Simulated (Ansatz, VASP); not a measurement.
# Two plane-wave programs on ZrPdSe3

INCAR

```
SYSTEM = ZrPdSe3
  PREC = Accurate
  ENCUT = 600
  EDIFF = 1E-6
  ISMEAR = 0
  SIGMA = 0.1
  LREAL = .FALSE.
  LASPH = .TRUE.
  NELM = 100
  ALGO = Normal
  ISIF = 3
  LWAVE = .FALSE.
  LCHARG = .FALSE.
  GGA = PE
  IBRION = 2
  NSW = 100
  EDIFFG = -0.01
```

The input KPOINTS:

```
Automatic mesh
0
G
  10 10 6
  0 0 0
```

Contents of POSCAR:

```
ZrPdSe3
1.0
    4.1106596226      0.0000000000      0.0000000000
    0.0000000000      4.1106596226      0.0000000000
    0.0000000000      0.0000000000      6.9517677282
Zr Pd Se
1 1 3
Direct
    0.0000000000      0.0000000000      0.1804909533
    0.5000000000      0.5000000000      0.6679900785
    0.0000000000      0.5000000000      0.4474470903
    0.5000000000      0.0000000000      0.4474470903
    0.5000000000      0.5000000000      0.0292248075
```

Input for Ansatz:

```yaml
crystal:
  lattice:
    - [4.1106596226, 0.0, 0.0]
    - [0.0, 4.1106596226, 0.0]
    - [0.0, 0.0, 6.9517677282]
  atoms:
    - { symbol: Zr, position: [0.0, 0.0, 0.1804909533] }
    - { symbol: Pd, position: [0.5, 0.5, 0.6679900785] }
    - { symbol: Se, position: [0.0, 0.5, 0.4474470903] }
    - { symbol: Se, position: [0.5, 0.0, 0.4474470903] }
    - { symbol: Se, position: [0.5, 0.5, 0.0292248075] }
basis:
  ecutwfc: 420
kpoints:
  mp_grid: { grid: [10, 10, 6] }
hamiltonian:
  xc: pbe
scf:
  occupations: { method: gaussian, width: 0.1 }
output:
  forces: true
  stress: true
  eigenvalues: true
  write_density: true
  write_potential: true
  elf: true
  volumetric_format: npy
relax:
  adjacent_minimum: "off"
  f_tol: 0.01
  max_steps: 80
  cell: { stress_tol: 0.05 }
```

Change from the starting cell: species swapped into the PrBPt3 type (P4mm, No. 99).

Alike in both runs: task relaxation of cell and atoms; functional PBE; k mesh 10 × 10 × 6; occupations gaussian, width 0.1 eV; no spin polarisation.

|  | VASP | Ansatz |
| --- | --- | --- |
| version | VASP 6.6.1 | Ansatz 0.2.0 |
| potentials or method | VASP PAW PBE potentials, release 64 (Zr_sv, Pd, Se), cutoff 600 eV | scalar-relativistic, plane waves, PAW |
| valence electrons in the cell | 40 | 78 |

|  | VASP | Ansatz | Ansatz less VASP |
| --- | --- | --- | --- |
| gap on the k mesh at the Fermi level, each at its own relaxed structure (eV) | none | none | - |
| relaxed volume (Å³/atom) | 23.39 | 23.36 | -0.027 |
| relaxed cell length with the largest relative difference (Å) | 4.087 | 4.085 | -0.0023 |

A gap of «none» marks a metal or a gap that the smearing closes. VASP's potentials hold 40 valence electrons a cell and Ansatz's 78, so a difference there can come from the potentials and not from the codes.
